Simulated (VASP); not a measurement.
Set up this calculation in VASP 6.6.1, as the native input.

| Item | Value |
| --- | --- |
| Task | single point |
| Functional | revPBE |
| Potentials or basis | VASP PAW PBE potentials, release 64 (Sc_sv) |
| Cutoff | 520 eV |
| k mesh | 13 × 13 × 13 |
| Occupations | fermi-dirac, width 0.1 eV |
| Spin | no spin polarisation |
| Dipole correction | no |
| Further INCAR settings | ALGO = Normal; EDIFF = 1e-06; NBANDS = 12 |

The structure of Sc lies in POSCAR:

```
Sc
1.0
    0.0000000000      2.2396170487      2.2396170487
    2.2396170487      0.0000000000      2.2396170487
    2.2396170487      2.2396170487      0.0000000000
Sc
1
Direct
    0.0000000000      0.0000000000      0.0000000000
```

This cell differs from its parent crystal: volume scaled by 0.88.

The input as run:

INCAR

```
SYSTEM = Sc
  PREC = Accurate
  ENCUT = 520
  EDIFF = 1E-6
  ISMEAR = -1
  SIGMA = 0.1
  LREAL = .FALSE.
  LASPH = .TRUE.
  NELM = 60
  ALGO = Normal
  ISIF = 2
  LWAVE = .FALSE.
  LCHARG = .FALSE.
  GGA = RE
  NBANDS = 12
```

KPOINTS

```
regular mesh
0
G
  13 13 13
  0 0 0
```

Potentials or basis: VASP PAW PBE potentials, release 64 (Sc_sv).

Run with:

```sh
$ cat potpaw_PBE.64/Sc_sv/POTCAR > POTCAR
$ mpirun -np 1 vasp_std > vasp.out
```

Results of the run:

- Pressure: 7.6 GPa

Caveat: the PAW data sets were made with another functional, which shifts forces and pressure a little.

Wall time 11 s on 1 thread of Intel(R) Xeon(R) Platinum 8488C (Sapphire Rapids) (shared host), peak memory 0.15 GiB.
